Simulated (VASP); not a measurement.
Input of a VASP 6.6.1 run:

File POSCAR:

```
Ag
1.0
   -1.6334119926      1.6334119926      1.6334119926
    1.6334119926     -1.6334119926      1.6334119926
    1.6334119926      1.6334119926     -1.6334119926
Ag
1
Direct
    0.0000000000      0.0000000000      0.0000000000
```

Contents of INCAR.step1:

```
PREC = Accurate
ENCUT = 600
ISMEAR = 0
SIGMA = 0.1
LREAL = False
LASPH = True
NELM = 60
GGA = PE
ALGO = Normal
EDIFF = 1E-4
LWAVE = True
LCHARG = False
```

Contents of INCAR.step2:

```
PREC = Accurate
ENCUT = 600
EDIFF = 1E-7
ISMEAR = 0
SIGMA = 0.1
LREAL = False
LASPH = True
NELM = 60
ALGO = Normal
ISIF = 3
LWAVE = False
LCHARG = False
METAGGA = R2SCAN
LMIXTAU = True
IBRION = 2
NSW = 80
EDIFFG = -0.01
ISTART = 1
```

The input KPOINTS:

```
Automatic mesh
0
Gamma
  18 18 18
```

Potentials or basis: VASP PAW PBE potentials, release 64 (Ag).

Command:

```console
$ cat potpaw_PBE.64/Ag/POTCAR > POTCAR
$ cp INCAR.step1 INCAR
$ mpirun -np 1 vasp_std > vasp.out
$ cp INCAR.step2 INCAR
$ mpirun -np 1 vasp_std > vasp.out
```

Question: Predict the space group after relaxing (to 0.05 Å).

Answer: Im-3m (No. 229).

Question: Predict the relaxed volume.

Answer: 17.48 Å³/atom.

Question: What does it give for the relaxed cell?

Answer: a = 2.832 Å, b = 2.832 Å, c = 2.832 Å, α = 109.47°, β = 109.47°, γ = 109.47°.

Final structure:
```
Ag
1.0
    -1.63483    1.63483    1.63483
     1.63483   -1.63483    1.63483
     1.63483    1.63483   -1.63483
Ag
1
Direct
  0.00000 0.00000 0.00000
```

Caveat: the PAW data sets were made with another functional, which shifts forces and pressure a little.
